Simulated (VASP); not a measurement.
# MgO in VASP: further runs, part 2 of 2

VASP 6.6.1. Earlier steps stand in the parts before.

**6. Single point, PBEsol (strained and its atoms moved)**

File INCAR:

```
SYSTEM = MgO
PREC     = Accurate       ! precision mode
ENCUT    = 520            ! plane-wave cutoff, eV
EDIFF    = 1E-7           ! SCF threshold, eV
ISMEAR   = 0              ! smearing method
SIGMA    = 0.02           ! smearing width, eV
LREAL    = .FALSE.        ! projectors in reciprocal space
LASPH    = .TRUE.         ! aspherical terms in the spheres
NELM     = 60             ! most SCF steps
ALGO     = Normal         ! electronic algorithm
ISIF     = 2              ! what is computed and relaxed
LWAVE    = .FALSE.        ! write WAVECAR
LCHARG   = .TRUE.         ! write CHGCAR
GGA      = PS             ! functional
LELF     = .TRUE.         ! ELF
LVHAR    = .TRUE.       
NBANDS   = 16             ! bands
```

File KPOINTS:

```
Automatic mesh
0
G
  9 9 6
  0 0 0
```

File POSCAR:

```
MgO
1.0
    3.4494925810      0.0000000000      0.0000000000
   -1.7247462906      2.9873482053      0.0000000000
    0.0000000000      0.0000000000      5.1216050957
Mg O
2 2
Direct
    0.3333333300      0.6666666700     -0.0075239821
    0.6666666700      0.3333333300      0.4996663819
    0.3333333300      0.6666666700      0.4227736669
    0.6666666700      0.3333333300      0.8942839332
```

Potentials or basis: VASP PAW PBE potentials, release 64 (Mg, O).

On the command line:

```bash
$ cat potpaw_PBE.64/Mg/POTCAR potpaw_PBE.64/O/POTCAR > POTCAR
$ mpirun -np 1 vasp_std > vasp.out
```

OUTCAR:

```text
SYSTEM = MgO
   PREC = Accurate
   ENCUT = 520
   EDIFF = 1E-7
   ISMEAR = 0
   LREAL = .FALSE.
   LASPH = .TRUE.
   NELM = 60
   ISIF = 2
   GGA = PS

 ion  position               nearest neighbor table
   1  0.333  0.667  0.992-   4 2.05   4 2.05   4 2.05   3 2.20   2 3.22   2 3.22   2 3.22   2 3.27
                             2 3.27   2 3.27
   2  0.667  0.333  0.500-   4 2.02   3 2.03   3 2.03   3 2.03   1 3.22   1 3.22   1 3.22   1 3.27
                             1 3.27   1 3.27
   3  0.333  0.667  0.423-   2 2.03   2 2.03   2 2.03   1 2.20
   4  0.667  0.333  0.894-   2 2.02   1 2.05   1 2.05   1 2.05

  LATTYP: Found a hexagonal cell.
 ALAT       =     3.4494925810
 C/A-ratio  =     1.4847415889

  Lattice vectors:

 A1 = (   3.4494925810,   0.0000000000,   0.0000000000)
 A2 = (  -1.7247462906,   2.9873482053,   0.0000000000)
 A3 = (   0.0000000000,   0.0000000000,   5.1216050957)

Analysis of symmetry for initial positions (statically):
=====================================================================
 Subroutine PRICEL returns:
 Original cell was already a primitive cell.

 Routine SETGRP: Setting up the symmetry group for a
 hexagonal supercell.

 Subroutine GETGRP returns: Found  6 space group operations
 (whereof  6 operations were pure point group operations)
[... 169 lines left out ...]
 E-fermi :   0.6584     XC(G=0):  -9.5041

 val. band max:        0.5545632210   @ k =   0.0000   0.0000   0.0000
 cond. band min:       3.2089041274   @ k =   0.0000   0.0000   0.0000
 fundamental gap:      2.6543409065
 Fermi energy:         0.6583600121

 k-point     1 :       0.0000    0.0000    0.0000
  band No.  band energies     occupation
      1     -15.3949      2.00000
      2     -14.6919      2.00000
      3      -2.5058      2.00000
      4      -0.3203      2.00000
      5      -0.3203      2.00000
      6       0.0523      2.00000
[... 433 lines left out ...]
      3      -1.9818      2.00000
      4      -1.6731      2.00000
      5      -0.9627      2.00000
      6      -0.6410      2.00000
[... 8 lines left out ...]
     15      13.9580      0.00000
     16      15.0412      0.00000

 [... further k-points ...]
[... 5 lines left out ...]
  --------------------------------------------------------------------------------------
  -------------------------------------------------------------------------------------
  Total       -3.7143303     -3.7143303     -3.3562159      0.0000000     -0.0000000      0.0000000
  in kB     -112.7571145   -112.7571145   -101.8857196      0.0000000     -0.0000000      0.0000000
  external PRESSURE =    -109.1333162 kB  Pullay stress =       0.0000000 kB

 VOLUME and BASIS-vectors are now :
 -----------------------------------------------------------------------------
  energy-cutoff  :      520.00
  volume of cell :       52.78
      direct lattice vectors                 reciprocal lattice vectors
     3.449492581  0.000000000  0.000000000     0.289897710  0.167372521  0.000000000
    -1.724746291  2.987348205  0.000000000     0.000000000  0.334745042  0.000000000
     0.000000000  0.000000000  5.121605096     0.000000000  0.000000000  0.195251290

 POSITION                                       TOTAL-FORCE (eV/Angst)
 -----------------------------------------------------------------------------------
     -0.00000      1.99157      5.08307        -0.000000      0.000000      0.124230
      1.72475      0.99578      2.55909        -0.000000      0.000000      0.170138
     -0.00000      1.99157      2.16528         0.000000     -0.000000     -0.921720
      1.72475      0.99578      4.58017        -0.000000      0.000000      0.627352
 -----------------------------------------------------------------------------------
    total drift:                                0.000000      0.000000      0.000382

  FREE ENERGIE OF THE ION-ELECTRON SYSTEM (eV)
  ---------------------------------------------------
  free  energy   TOTEN  =       -24.2670665160 eV

  energy  without entropy=      -24.2670665160  energy(sigma->0) =      -24.26706652
```

stdout:

```text
POSCAR found type information on POSCAR MgO
 POSCAR found :  2 types and       4 ions
 scaLAPACK will be used
 -----------------------------------------------------------------------------
|                                                                             |
|                                                                             |
|     You enforced a specific xc type in the INCAR file but a different       |
|     I HOPE YOU KNOW WHAT YOU ARE DOING!                                     |
|                                                                             |
 -----------------------------------------------------------------------------

 LDA part: xc-table for (Slater+PW92), standard interpolation
 POSCAR, INCAR and KPOINTS ok, starting setup
 FFT: planning ... GRIDC
 FFT: planning ... GRID_SOFT
 FFT: planning ... GRID
 WAVECAR not read
 entering main loop
```

Wall time 23 s (1 thread of Intel Xeon 6975P-C (Granite Rapids), shared host); peak memory 0.2 GiB.

Results:

```
Free energy            : -24.2671 eV
Pressure               : -10.9 GPa
Largest force          : 0.922 eV/Å
Band gap on the k mesh : 2.65 eV, direct
```

Forces on the atoms (eV/Å):
```
Mg   0.000  0.000  0.124
Mg   0.000  0.000  0.170
O    0.000  0.000 -0.922
O    0.000  0.000  0.627
```

Levels at points of the mesh, in eV from the valence-band top:
```csv
k point,band 4,band 5,band 6,band 7,band 8,band 9,band 10,band 11,band 12,band 13
"(0.00, 0.00, 0.00)",-0.87,-0.87,-0.50,-0.50,0.00,2.65,7.59,9.36,12.95,12.95
"(0.00, 0.00, 0.50)",-1.86,-0.75,-0.75,-0.63,-0.63,5.01,5.31,11.75,12.57,13.30
```

Caveat: the cell differs from its parent crystal (strained and its atoms moved); the PAW data sets were made with another functional, which shifts forces and pressure a little.

**7. The runs side by side**

| cell | gap on the mesh (eV) | pressure (GPa) | largest force (eV/Å) |
| --- | --- | --- | --- |
| a = 3.158, b = 3.158, c = 5.056 Å, angles 90.0, 90.0, 120.0°, 4 atoms | 3.80 | 14.3 | 0.93 |
| a = 3.433, b = 3.433, c = 4.873 Å, angles 90.0, 90.0, 120.0°, 4 atoms | 3.23 | 2.3 | 3.51 |
| a = 3.363, b = 3.363, c = 5.365 Å, angles 90.0, 90.0, 120.0°, 4 atoms | 3.05 | -9.8 | 0.24 |
| a = 3.230, b = 3.230, c = 5.164 Å, angles 90.0, 90.0, 120.0°, 4 atoms | 3.42 | 3.7 | 0.96 |
| a = 3.449, b = 3.449, c = 5.122 Å, angles 90.0, 90.0, 120.0°, 4 atoms | 2.65 | -10.9 | 0.92 |

Alike in all rows: task single point; level PBEsol; potentials or basis VASP PAW PBE potentials, release 64 (Mg, O); no spin polarisation; k mesh 9 × 9 × 6; cutoff (eV) 520; smearing gaussian 0.02 eV.

Caveats: the PAW data sets were made with another functional, which shifts forces and pressure a little.

Total energies depend on the potentials used, so only differences within one code and one set of settings carry meaning.
